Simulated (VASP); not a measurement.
## Mg6O5 (a cell with a defect): single point with PBEsol

Mg6O5 (a cell with a defect):

```
Mg O
1.0
     5.59086    0.00000    0.00000
     0.00000    5.59086    0.00000
     0.00000    0.00000    5.59086
Mg O
6 5
Direct
  0.25000 0.00000 0.50000
  0.00000 0.50000 0.25000
  0.50000 0.75000 0.00000
  0.75000 0.00000 0.50000
  0.00000 0.50000 0.75000
  0.50000 0.25000 0.00000
  0.50000 0.00000 0.25000
  0.00000 0.75000 0.50000
  0.93750 0.37480 0.00000
  0.50000 0.00000 0.75000
  0.00000 0.25000 0.50000
```

This cell differs from its parent crystal: atoms taken out, atom 9 moved 0.375 of the way to it and -0.700 Å across, host rigid.

```yaml
Program: VASP 6.6.1
Task: single point
Functional: PBEsol
Potentials_or_basis: VASP PAW PBE potentials, release 64 (Mg_sv, O)
Cutoff: 620 eV
k_mesh: 4 × 4 × 4
Occupations: gaussian, width 0.05 eV
Spin: no spin polarisation
Dipole_correction: no
Further_INCAR_settings: ALGO = Normal; EDIFF = 1e-06; NBANDS = 56
```

The pressure is 7.8 GPa and the largest force is 7.955 eV/Å. The band gap on the k mesh is 0.54 eV.

Forces on the atoms (eV/Å):
```
Mg  -0.185  0.251  0.000
Mg   1.923  2.362  7.349
Mg  -0.296  0.894  0.000
Mg   0.216  0.407  0.000
Mg   1.923  2.362 -7.349
Mg   0.790 -0.479  0.000
O    0.026 -0.093 -0.163
O   -0.159 -0.067  0.000
O   -4.465 -5.628  0.000
O    0.026 -0.093  0.163
O    0.202  0.085  0.000
```

Stress tensor (GPa, compression positive):
```
-1.14  2.03  0.00
 2.03  4.75  0.00
 0.00  0.00 19.83
```

Levels at points of the mesh, in eV from the valence-band top:
```
           k point  band 42  band 43  band 44  band 45  band 46  band 47  band 48  band 49
(0.00, 0.00, 0.00)    -2.57    -2.30    -2.30    -2.14     1.91     2.72     2.94     3.59
(0.50, 0.00, 0.00)    -2.57    -2.30    -2.29    -0.58     0.58     2.30     3.95     4.33
(0.00, 0.50, 0.00)    -2.99    -2.57    -2.26    -0.93     1.33     2.89     3.32     3.65
(0.00, 0.00, 0.50)    -3.00    -2.72    -2.30    -1.24     0.53     2.59     2.97     4.82
(0.50, 0.50, 0.00)    -3.16    -2.57    -2.25    -0.17     0.84     2.56     3.07     3.54
(0.00, 0.50, 0.50)    -3.25    -2.85    -2.79    -0.63     1.50     2.29     2.86     3.32
(0.50, 0.00, 0.50)    -2.94    -2.65    -2.30    -0.41     1.33     1.40     3.17     4.42
(0.50, 0.50, 0.50)    -3.25    -3.09    -2.80     0.00     1.61     1.99     2.87     3.28
```

Run time: 4.6 min on 1 thread of Intel(R) Xeon(R) Platinum 8488C (Sapphire Rapids), with other jobs on the host, peak memory 0.47 GiB.

Caveat: the cell differs from its parent crystal (atoms taken out, atom 9 moved 0.375 of the way to it and -0.700 Å across, host rigid); the PAW data sets were made with another functional, which shifts forces and pressure a little.
